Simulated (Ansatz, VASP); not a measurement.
# Two plane-wave programs on PbSe

```
Pb Se
1.0
     0.00000    3.04160    3.04160
     3.04160    0.00000    3.04160
     3.04160    3.04160    0.00000
Pb Se
1 1
Direct
  0.00000 0.00000 0.00000
  0.50000 0.50000 0.50000
```

Change from the starting cell: volume scaled by 0.98, PAW files.

Alike in both runs: task electric field gradients; functional PBEsol; k mesh 9 × 9 × 9; occupations fermi-dirac, width 0.01 eV; no spin polarisation.

|  | VASP | Ansatz |
| --- | --- | --- |
| version | VASP 6.6.1 | Ansatz 0.2.0 |
| potentials or method | VASP PAW PBE potentials, release 64 (Pb_d, Se) | PAW with Ansatz's default frozen-core files, scalar-relativistic |
| plane-wave cutoff (eV) | 400 | 420 |
| valence electrons in the cell | 20 | 30 |

|  | VASP | Ansatz | Ansatz less VASP |
| --- | --- | --- | --- |
| pressure (GPa) | 0.5 | 0.5 | +0.01 |

VASP's potentials were made for PBE, not for PBEsol. VASP's potentials hold 20 valence electrons a cell and Ansatz's 30, so a difference there can come from the potentials and not from the codes.

Neither program's run includes spin-orbit coupling.
